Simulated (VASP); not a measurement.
AlRu: single point with PBE

AlRu:

```
Al Ru
1.0
     2.93053    0.00000    0.00000
     0.00000    2.93053    0.00000
     0.00000    0.00000    2.93053
Al Ru
1 1
Direct
  0.00000 0.00000 0.00000
  0.50000 0.50000 0.50000
```

* Program: VASP 6.6.1
* Task: single point
* Functional: PBE
* Potentials or basis: VASP PAW PBE potentials, release 64 (Al, Ru_pv)
* Cutoff: 520 eV
* k mesh: 10 × 10 × 10
* Occupations: fermi-dirac, width 0.05 eV
* Spin: no spin polarisation

* Pressure: 17.8 GPa

Levels at points of the mesh, in eV from the Fermi level:
```
           k point  band 6  band 7  band 8  band 9  band 10  band 11  band 12  band 13
(0.00, 0.00, 0.00)   -3.94    0.17    0.17    0.17     6.37     6.37     6.37    11.33
(0.50, 0.00, 0.00)   -3.07   -1.76   -1.76    0.46     2.50     7.39    11.34    11.34
(0.50, 0.50, 0.00)   -1.42   -1.42   -1.31   -1.31     1.67     5.72     6.87    11.08
(0.50, 0.50, 0.50)   -5.01    1.77    1.77    2.95     4.27     4.27     4.27     9.11
```

Wall time 6.8 s on 1 thread of Intel(R) Xeon(R) 6975P-C (Granite Rapids), on a shared host, peak memory 0.15 GiB.
